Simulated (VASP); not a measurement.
# Ge (I4_1/amd) in VASP: notebook

The runs below take Ge through single point, with PBEsol.

All numbers are computed with VASP 6.6.1; they aren't measurements. Logs are shortened: lines on timing, memory, paths and dates and some standing lists are left out, and cuts for length are marked.

**1. The cell of the first run**

The structure is tetragonal, space group I4_1/amd (No. 141). The conventional cell has a = 4.892 Å, b = 4.892 Å, c = 2.865 Å, α = 90.00°, β = 90.00°, γ = 90.00°. Ge (site symmetry -4m2) has 10 Ge at 2.55 to 3.26 Å within 3.4 Å.

**2. Single point, PBEsol (strain -0.050 along x and y, +0.025 along z)**

The input, INCAR:

```
SYSTEM = Ge
ALGO     = Normal         ! electronic algorithm
EDIFF    = 1E-6           ! SCF threshold, eV
ENCUT    = 520            ! plane-wave cutoff, eV
GGA      = PS             ! functional
ISIF     = 2              ! what is computed and relaxed
ISMEAR   = 0              ! smearing method
LASPH    = .TRUE.         ! aspherical terms in the spheres
LCHARG   = .FALSE.        ! write CHGCAR
LREAL    = .FALSE.        ! projectors in reciprocal space
LWAVE    = .FALSE.        ! write WAVECAR
NBANDS   = 21             ! bands
NELM     = 100            ! most SCF steps
PREC     = Accurate       ! precision mode
SIGMA    = 0.15           ! smearing width, eV
```

The input, KPOINTS:

```
k-points
0
G
  20 20 20
  0 0 0
```

The input, POSCAR:

```
Ge
1.0
   -2.4457652330      2.4457652330      1.4323479593
    2.4457652330     -2.4457652330      1.4323479593
    2.4457652330      2.4457652330     -1.4323479593
Ge
2
Direct
    0.2500000000      0.7500000000      0.5000000000
    0.5000000000      0.5000000000      0.0000000000
```

Potentials or basis: VASP PAW PBE potentials, release 64 (Ge_d).

Started as:

```bash
$ cat potpaw_PBE.64/Ge_d/POTCAR > POTCAR
$ mpirun -np 1 vasp_std > vasp.out
```

OUTCAR:

```text
SYSTEM = Ge
   EDIFF = 1E-6
   ENCUT = 520
   GGA = PS
   ISIF = 2
   ISMEAR = 0
   LASPH = .TRUE.
   LREAL = .FALSE.
   NELM = 100
   PREC = Accurate

 ion  position               nearest neighbor table
   1  0.250  0.750  0.500-   2 2.55   2 2.55   2 2.55   2 2.55
   2  0.500  0.500  0.000-   1 2.55   1 2.55   1 2.55   1 2.55

  LATTYP: Found a body centered tetragonal cell.
 ALAT       =     4.8915304660
 C/A-ratio  =     0.5856440921

  Lattice vectors:

 A1 = (  -2.4457652330,   2.4457652330,   1.4323479593)
 A2 = (   2.4457652330,  -2.4457652330,   1.4323479593)
 A3 = (   2.4457652330,   2.4457652330,  -1.4323479593)

Analysis of symmetry for initial positions (statically):
=====================================================================
 Subroutine PRICEL returns:
 Original cell was already a primitive cell.

 Routine SETGRP: Setting up the symmetry group for a
 body centered tetragonal supercell.

 Subroutine GETGRP returns: Found 16 space group operations
 (whereof  8 operations were pure point group operations)
 out of a pool of 16 trial point group operations.

The static configuration has the point symmetry D_2d.
 The point group associated with its full space group is D_4h.

Analysis of symmetry for dynamics (positions and initial velocities):
=====================================================================
 Subroutine PRICEL returns:
 Original cell was already a primitive cell.

 Routine SETGRP: Setting up the symmetry group for a
 body centered tetragonal supercell.

 Subroutine GETGRP returns: Found 16 space group operations
 (whereof  8 operations were pure point group operations)
 out of a pool of 16 trial point group operations.

The dynamic configuration has the point symmetry D_2d.
 The point group associated with its full space group is D_4h.

 Subroutine INISYM returns: Found 16 space group operations
 (whereof  8 operations are pure point group operations),
 and found     1 'primitive' translations

----------------------------------------------------------------------------------------

                                     Primitive cell

  volume of cell :      34.2719

  direct lattice vectors                    reciprocal lattice vectors
    -2.445765233  2.445765233  1.432347959     0.000000000  0.204434994  0.349077189
[... 69 lines left out ...]
   number of dos      NEDOS =    301   number of ions     NIONS =      2
   total plane-waves  NPLWV =  21952
   dimension x,y,z NGX =    28 NGY =   28 NGZ =   28
   dimension x,y,z NGXF=    56 NGYF=   56 NGZF=   56
   ions per type =               2
   NGX,Y,Z   is equivalent  to a cutoff of  12.43, 12.43, 12.43 a.u.
   NGXF,Y,Z  is equivalent  to a cutoff of  24.87, 24.87, 24.87 a.u.
 SYSTEM =  Ge
   PREC   = accura    normal or accurate (medium, high low for compatibility)
   ISTART =      0    job   : 0-new  1-cont  2-samecut
   ICHARG =      2    charge: 1-file 2-atom 10-const
   ISPIN  =      1    spin polarized calculation?
   LNONCOLLINEAR =      F non collinear calculations
   LSORBIT =      F    spin-orbit coupling
   LASPH  =      T    aspherical Exc in radial PAW
   ENCUT  =  520.0 eV  38.22 Ry    6.18 a.u.   6.96  6.96  6.96*2*pi/ulx,y,z
   NELM   =    100;   NELMIN=  2; NELMDL= -5     # of ELM steps
   EDIFF  = 0.1E-05   stopping-criterion for ELM
   LREAL  =      F    real-space projection
[... 7 lines left out ...]
   TEBEG  =    0.0;   TEEND  =   0.0 temperature during run
   PSTRESS=    0.0 pullay stress
   NELECT =      28.0000    total number of electrons
   NUPDOWN=      -1.0000    fix difference up-down
   EMIN   =  10.00;   EMAX   =-10.00  energy-range for DOS
   EFERMI =   0.00;   METHOD = LEGACY
   ISMEAR =     0;   SIGMA  =   0.15  broadening in eV -4-tet -1-fermi 0-gaus
   EFERMI_NEDOS =   21; number of points for ismear=-14 and -15
   IALGO  =     38    algorithm
   IMIX   =      4    mixing-type and parameters
     AMIX     =   0.40;   BMIX     =  1.00
     AMIX_MAG =   1.60;   BMIX_MAG =  1.00
  volume/ion in A,a.u.               =      17.14       115.64
  Fermi-wavevector in a.u.,A,eV,Ry     =   1.530435  2.892102 31.867981  2.342231
  Thomas-Fermi vector in A             =   2.637918
   LORBIT       =      0    0 simple, 1 ext, 2 COOP (PROOUT), +10 PAW based schemes
   GGA     = PS    functional components
   LHFCALC =     F    Hartree Fock is set to
   AEXX    =    0.0000 exact exchange contribution
   IVDW    =     0    specifies the selected vdW correction
   LEPSILON=     F    determine dielectric tensor
   LRPA    =     F    only Hartree local field effects (RPA)
 non-spin polarized calculation
 Gauss-broadening in eV      SIGMA  =   0.15
  energy-cutoff  :      520.00
  volume of cell :       34.27
 maximum number of plane-waves:       943
   NGX = 13   NGY = 13   NGZ = 13

 number of electron      28.0000005 magnetization

 Free energy of the ion-electron system (eV)
  ---------------------------------------------------
  ext. energy  EPLUGINS =         0.00000000
  ---------------------------------------------------
  free energy    TOTEN  =        -9.46607057 eV

  energy without entropy =       -9.45847685  energy(sigma->0) =       -9.46227371

 E-fermi :   7.5606     XC(G=0): -11.8663

 val. band max:        7.5603850483   @ k =  -0.1000  -0.2000   0.0500
 cond. band min:       7.5608209289   @ k =  -0.2500  -0.4000   0.0500
 fundamental gap:      0.0004358806
 Fermi energy:         7.5606333823

 k-point     1 :       0.0000    0.0000    0.0000
  band No.  band energies     occupation
      1     -17.2355      2.00000
      2     -17.1385      2.00000
      3     -17.1202      2.00000
      4     -17.0817      2.00000
      5     -17.0052      2.00000
      6     -17.0052      2.00000
[... 565 lines left out ...]
     20      16.5552      0.00000
     21      20.1459      0.00000

 [... further k-points ...]
[... 5 lines left out ...]
  --------------------------------------------------------------------------------------
  -------------------------------------------------------------------------------------
  Total        1.9130249      1.9130249      0.6047633      0.0000000      0.0000000      0.0000000
  in kB       89.4320422     89.4320422     28.2720942      0.0000000      0.0000000      0.0000000
  external PRESSURE =      69.0453929 kB  Pullay stress =       0.0000000 kB

 VOLUME and BASIS-vectors are now :
 -----------------------------------------------------------------------------
  energy-cutoff  :      520.00
  volume of cell :       34.27
      direct lattice vectors                 reciprocal lattice vectors
    -2.445765233  2.445765233  1.432347959     0.000000000  0.204434994  0.349077189
     2.445765233 -2.445765233  1.432347959     0.204434994  0.000000000  0.349077189
     2.445765233  2.445765233 -1.432347959     0.204434994  0.204434994  0.000000000

 POSITION                                       TOTAL-FORCE (eV/Angst)
 -----------------------------------------------------------------------------------
      2.44577     -0.00000      0.71617         0.000000     -0.000000      0.000000
      0.00000      0.00000      1.43235        -0.000000      0.000000     -0.000000
 -----------------------------------------------------------------------------------
    total drift:                                0.000000     -0.000000      0.000000

  FREE ENERGIE OF THE ION-ELECTRON SYSTEM (eV)
  ---------------------------------------------------
  free  energy   TOTEN  =        -9.4660705723 eV

  energy  without entropy=       -9.4584768506  energy(sigma->0) =       -9.46227371
```

OSZICAR:

```text
N       E                     dE             d eps       ncg     rms          rms(c)
DAV:   1     0.172067801990E+03    0.17207E+03   -0.13995E+04 31373   0.393E+03
DAV:   2     0.132271472528E+02   -0.15884E+03   -0.15378E+03 27107   0.586E+02
DAV:   3    -0.893981833287E+01   -0.22167E+02   -0.21984E+02 30440   0.131E+02
DAV:   4    -0.952404086469E+01   -0.58422E+00   -0.58381E+00 30400   0.250E+01
DAV:   5    -0.953219055296E+01   -0.81497E-02   -0.81495E-02 30056   0.314E+00    0.259E+00
DAV:   6    -0.948617589233E+01    0.46015E-01   -0.33640E-02 36858   0.344E+00    0.142E+00
DAV:   7    -0.946658157222E+01    0.19594E-01   -0.22913E-02 36618   0.243E+00    0.138E-01
DAV:   8    -0.946606834718E+01    0.51323E-03   -0.33364E-03 34960   0.101E+00    0.492E-02
DAV:   9    -0.946607017819E+01   -0.18310E-05   -0.84914E-05 33633   0.113E-01    0.122E-02
DAV:  10    -0.946607057234E+01   -0.39414E-06   -0.43066E-06 31112   0.243E-02
   1 F= -.94660706E+01 E0= -.94622737E+01  d E =-.759372E-02
```

Wall time 2.3 min (1 thread of Intel Xeon 6975P-C (Granite Rapids), shared host); peak memory 0.44 GiB.

What came out:

- Free energy: -9.4661 eV
- Pressure: 6.9 GPa
- Band gap on the k mesh: zero (band 14 reaches 10.16 eV, above the bottom of band 15 at 3.72 eV)

Levels at points of the mesh, in eV from the Fermi level:
| k point | band 12 | band 13 | band 14 | band 15 | band 16 | band 17 |
| --- | --- | --- | --- | --- | --- | --- |
| (0.00, 0.00, 0.00) | -2.81 | -2.21 | -2.21 | 3.42 | 7.40 | 7.59 |
| (0.50, 0.00, 0.00) | -7.07 | -2.44 | -1.92 | -1.92 | 2.21 | 3.98 |
| (0.50, 0.50, 0.00) | -10.93 | 1.01 | 1.01 | 2.90 | 2.90 | 6.59 |
| (0.50, 0.50, 0.50) | -8.72 | -6.38 | -6.38 | 4.76 | 4.76 | 12.95 |

Caveat: the cell differs from its parent crystal (strain -0.050 along x and y, +0.025 along z); the PAW data sets were made with another functional, which shifts forces and pressure a little.

(Continued in part 2 of 2.)
